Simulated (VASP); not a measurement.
# Sc3AlP (P-6m2) in VASP: notebook

The runs below take Sc3AlP through single point, relaxation of cell and atoms, with PBE.

Everything below comes from runs of VASP 6.6.1. Logs are shortened: lines on timing, memory, paths and dates and some standing lists are left out, and cuts for length are marked.

### 1 The cell of the first run

Symmetry: P-6m2, No. 187, hexagonal system. The conventional cell has a = 4.299 Å, b = 4.299 Å, c = 5.160 Å, α = 90.00°, β = 90.00°, γ = 120.00°. Sc (site symmetry 3m) has 5 Sc at 2.57 to 2.79 Å and 3 Al at 2.79 Å and 3 P at 2.80 Å within 3.4 Å. Sc (site symmetry -6m2) has 3 Al at 2.48 Å and 2 P at 2.58 Å and 6 Sc at 2.79 Å within 3.3 Å. Al (site symmetry -6m2) has 9 Sc at 2.48 to 2.79 Å within 3.3 Å. Within 3.4 Å of P (site symmetry -6m2) lie 8 Sc at 2.58 to 2.80 Å.

The cell was generated, and may not be a known phase.

### 2 Single point, PBE

INCAR reads:

```
ALGO     = Normal         # electronic algorithm
EDIFF    = 1E-7           # SCF threshold, eV
ENCUT    = 520            # plane-wave cutoff, eV
GGA      = PE             # functional
ISIF     = 2              # what is computed and relaxed
ISMEAR   = 0              # smearing method
LASPH    = True           # aspherical terms in the spheres
LCHARG   = False          # write CHGCAR
LREAL    = False          # projectors in reciprocal space
LWAVE    = False          # write WAVECAR
NBANDS   = 28             # bands
NELM     = 100            # most SCF steps
PREC     = Accurate       # precision mode
SIGMA    = 0.1            # smearing width, eV
```

KPOINTS reads:

```
k-points
0
Gamma
  6 6 4
```

POSCAR reads:

```
Sc3AlP
1.0
    4.2991916800      0.0000000000      0.0000000000
   -2.1495958400      3.7232092100      0.0000000000
    0.0000000000      0.0000000000      5.1598958200
Sc Al P
3 1 1
Direct
    0.6666666700      0.3333333300      0.2489190000
    0.6666666700      0.3333333300      0.7510810000
    0.0000000000      0.0000000000      0.0000000000
    0.3333333300      0.6666666700      0.0000000000
    0.0000000000      0.0000000000      0.5000000000
```

Potentials or basis: VASP PAW PBE potentials, release 64 (Sc_sv, Al, P).

The run is started by

```bash
> cat potpaw_PBE.64/Sc_sv/POTCAR potpaw_PBE.64/Al/POTCAR potpaw_PBE.64/P/POTCAR > POTCAR
> mpirun -np 1 vasp_std > vasp.out
```

OUTCAR:

```text
EDIFF = 1E-7
   ENCUT = 520
   GGA = PE
   ISIF = 2
   ISMEAR = 0
   LASPH = True
   LREAL = False
   NELM = 100
   PREC = Accurate

 ion  position               nearest neighbor table
   1  0.667  0.333  0.249-   2 2.57   2 2.59   4 2.79   3 2.79   4 2.79   3 2.79   3 2.79   4 2.79
                             5 2.80   5 2.80   5 2.80
   2  0.667  0.333  0.751-   1 2.57   1 2.59   4 2.79   3 2.79   4 2.79   3 2.79   3 2.79   4 2.79
                             5 2.80   5 2.80   5 2.80
   3  0.000  0.000  0.000-   4 2.48   4 2.48   4 2.48   5 2.58   5 2.58   1 2.79   2 2.79   2 2.79
                             1 2.79   2 2.79   1 2.79
   4  0.333  0.667  0.000-   3 2.48   3 2.48   3 2.48   1 2.79   2 2.79   1 2.79   2 2.79   1 2.79
                             2 2.79
   5  0.000  0.000  0.500-   3 2.58   3 2.58   1 2.80   2 2.80   1 2.80   2 2.80   1 2.80   2 2.80

  LATTYP: Found a hexagonal cell.
 ALAT       =     4.2991916800
 C/A-ratio  =     1.2002013876

  Lattice vectors:

 A1 = (   4.2991916800,   0.0000000000,   0.0000000000)
 A2 = (  -2.1495958400,   3.7232092100,   0.0000000000)
 A3 = (   0.0000000000,   0.0000000000,   5.1598958200)

Analysis of symmetry for initial positions (statically):
=====================================================================
 Subroutine PRICEL returns:
 Original cell was already a primitive cell.

 Routine SETGRP: Setting up the symmetry group for a
 hexagonal supercell.

 Subroutine GETGRP returns: Found 12 space group operations
 (whereof 12 operations were pure point group operations)
 out of a pool of 24 trial point group operations.

The static configuration has the point symmetry D_3h.

Analysis of symmetry for dynamics (positions and initial velocities):
=====================================================================
 Subroutine PRICEL returns:
 Original cell was already a primitive cell.

 Routine SETGRP: Setting up the symmetry group for a
 hexagonal supercell.

 Subroutine GETGRP returns: Found 12 space group operations
 (whereof 12 operations were pure point group operations)
 out of a pool of 24 trial point group operations.

The dynamic configuration has the point symmetry D_3h.

 Subroutine INISYM returns: Found 12 space group operations
 (whereof 12 operations are pure point group operations),
 and found     1 'primitive' translations

----------------------------------------------------------------------------------------

[... 95 lines left out ...]
   LREAL  =      F    real-space projection
   EDIFFG = 0.1E-05   stopping-criterion for IOM
   NSW    =      0    number of steps for IOM
   IBRION =     -1    ionic relax: 0-MD 1-quasi-New 2-CG
   NFREE  =      0    steps in history (QN), initial steepest desc. (CG)
   ISIF   =      2    stress and relaxation
   ISYM   =      2    0-nonsym 1-usesym 2-fastsym
   POTIM  = 0.5000    time-step for ionic-motion
   TEBEG  =    0.0;   TEEND  =   0.0 temperature during run
   PSTRESS=    0.0 pullay stress
   NELECT =      41.0000    total number of electrons
   NUPDOWN=      -1.0000    fix difference up-down
   EMIN   =  10.00;   EMAX   =-10.00  energy-range for DOS
   EFERMI =   0.00;   METHOD = LEGACY
   ISMEAR =     0;   SIGMA  =   0.10  broadening in eV -4-tet -1-fermi 0-gaus
   EFERMI_NEDOS =   21; number of points for ismear=-14 and -15
   IALGO  =     38    algorithm
   IMIX   =      4    mixing-type and parameters
     AMIX     =   0.40;   BMIX     =  1.00
     AMIX_MAG =   1.60;   BMIX_MAG =  1.00
  volume/ion in A,a.u.               =      16.52       111.47
  Fermi-wavevector in a.u.,A,eV,Ry     =   1.296247  2.449551 22.861270  1.680256
  Thomas-Fermi vector in A             =   2.427715
   LORBIT       =      0    0 simple, 1 ext, 2 COOP (PROOUT), +10 PAW based schemes
   GGA     = PE    functional components
   LHFCALC =     F    Hartree Fock is set to
   AEXX    =    0.0000 exact exchange contribution
   IVDW    =     0    specifies the selected vdW correction
   LEPSILON=     F    determine dielectric tensor
   LRPA    =     F    only Hartree local field effects (RPA)
 non-spin polarized calculation
 Gauss-broadening in eV      SIGMA  =   0.10
  energy-cutoff  :      520.00
  volume of cell :       82.59
 maximum number of plane-waves:      2250
 NGX is ok and might be reduce to    32
   NGX = 15   NGY = 15   NGZ = 19

 number of electron      40.9999996 magnetization

 Free energy of the ion-electron system (eV)
  ---------------------------------------------------
  ext. energy  EPLUGINS =         0.00000000
  ---------------------------------------------------
  free energy    TOTEN  =       -26.93934741 eV

  energy without entropy =      -26.90853623  energy(sigma->0) =      -26.92394182

 E-fermi :   6.9228     XC(G=0): -11.0100

 val. band max:        6.9127276395   @ k =   0.5000  -0.0000   0.5000
 cond. band min:       6.9415237171   @ k =   0.1667   0.1667   0.5000
 fundamental gap:      0.0287960776
 Fermi energy:         6.9227685902

 k-point     1 :       0.0000    0.0000    0.0000
  band No.  band energies     occupation
      1     -42.1207      2.00000
      2     -41.8191      2.00000
      3     -41.4522      2.00000
      4     -21.5567      2.00000
      5     -20.9518      2.00000
      6     -20.9518      2.00000
[... 640 lines left out ...]
     27       9.1320      0.00000
     28       9.9598      0.00000

------------------------ aborting loop because EDIFF is reached ----------------------------------------

  FORCE on cell =-STRESS in cart. coord.  units (eV):
  Direction    XX          YY          ZZ          XY          YZ          ZX
  --------------------------------------------------------------------------------------
  -------------------------------------------------------------------------------------
  Total       15.0853730     15.0853730     20.2222810      0.0000000      0.0000000      0.0000000
  in kB      292.6317555    292.6317554    392.2794343      0.0000000      0.0000000      0.0000000
  external PRESSURE =     325.8476484 kB  Pullay stress =       0.0000000 kB

 VOLUME and BASIS-vectors are now :
 -----------------------------------------------------------------------------
  energy-cutoff  :      520.00
  volume of cell :       82.59
      direct lattice vectors                 reciprocal lattice vectors
     4.299191680  0.000000000  0.000000000     0.232601864  0.134292749  0.000000000
    -2.149595840  3.723209210  0.000000000     0.000000000  0.268585498  0.000000000
     0.000000000  0.000000000  5.159895820     0.000000000  0.000000000  0.193802362

 POSITION                                       TOTAL-FORCE (eV/Angst)
 -----------------------------------------------------------------------------------
      2.14960      1.24107      1.28440        -0.000000      0.000000      2.617985
      2.14960      1.24107      3.87550        -0.000000     -0.000000     -2.617985
      0.00000      0.00000      0.00000         0.000000     -0.000000      0.000000
     -0.00000      2.48214      0.00000         0.000000     -0.000000      0.000000
      0.00000      0.00000      2.57995         0.000000     -0.000000      0.000000
 -----------------------------------------------------------------------------------
    total drift:                               -0.000053      0.000031      0.000000

  FREE ENERGIE OF THE ION-ELECTRON SYSTEM (eV)
  ---------------------------------------------------
  free  energy   TOTEN  =       -26.9393474097 eV

  energy  without entropy=      -26.9085362295  energy(sigma->0) =      -26.92394182
```

Wall time 84 s (1 thread of Intel Xeon 8259CL, shared host); peak memory 0.22 GiB.

Results:

| Property | Result |
| --- | --- |
| Free energy | -26.9393 eV |
| Pressure | 32.6 GPa |
| Largest force | 2.618 eV/Å |
| Band gap on the k mesh | zero (an odd number of electrons rules out a gap without spin polarisation) |

Forces in eV/Å, atoms in the order of the input:
```
Sc   0.000  0.000  2.618
Sc   0.000  0.000 -2.618
Sc   0.000  0.000  0.000
Al   0.000  0.000  0.000
P    0.000  0.000  0.000
```

Levels at points of the mesh, in eV from the Fermi level:
```csv
k point,band 19,band 20,band 21,band 22,band 23,band 24
"(0.00, 0.00, 0.00)",-1.21,-0.87,-0.36,-0.36,0.30,0.30
"(0.50, 0.00, 0.00)",-1.40,-0.98,-0.90,0.24,0.51,0.63
"(0.00, 0.00, 0.50)",-2.13,-0.22,0.62,0.62,0.67,0.67
"(0.50, 0.00, 0.50)",-0.67,-0.06,-0.01,0.48,1.11,1.14
```

Caveat: the stress differs along the axes, from 29 to 39 GPa; forces of over 1 eV/Å act on the atoms, so gaps and moduli don't describe the material at rest.

[end of part 1 of 2]

The gap in the log of VASP goes by the Fermi energy; the results here count the filled bands.